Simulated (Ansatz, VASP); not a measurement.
**Mg2ZnS3 in VASP and in Ansatz**

```
Mg Zn S
1.0
    -1.98187    1.98187    8.43808
     1.98187   -1.98187    8.43808
     1.98187    1.98187   -8.43808
Mg Zn S
2 1 3
Direct
  0.41389 0.91389 0.50000
  0.08611 0.58611 0.50000
  0.75000 0.25000 0.50000
  0.00000 0.00000 0.00000
  0.67194 0.67194 0.00000
  0.32806 0.32806 0.00000
```

Alike in both runs: functional PBE; k mesh 6 × 6 × 6; occupations gaussian, width 0.1 eV; no spin polarisation.

Ansatz relaxed the structure, and its values are those at the end. VASP's run is a single point on that final structure, the one shown.

|  | VASP | Ansatz |
| --- | --- | --- |
| version | VASP 6.6.1 | Ansatz 0.2.0 |
| potentials or method | VASP PAW PBE potentials, release 64 (Mg, Zn, S), cutoff 520 eV | scalar-relativistic, plane waves, PAW |
| valence electrons in the cell | 34 | 50 |

Ansatz gave:

| Property | Result |
| --- | --- |
| gap on the k mesh at the Fermi level (eV) | 2.78 |
| least direct gap on the mesh (eV) | 2.78 |
| pressure (GPa) | 0.0 |
| rms of the force components (eV/Å) | 0.000 |

Q: Estimate VASP's values.

A: gap on the k mesh at the Fermi level (eV): 2.78; least direct gap on the mesh (eV): 2.78; pressure (GPa): 0.0; rms of the force components (eV/Å): 0.008.

VASP's potentials hold 34 valence electrons a cell and Ansatz's 50, so a difference there can come from the potentials and not from the codes.
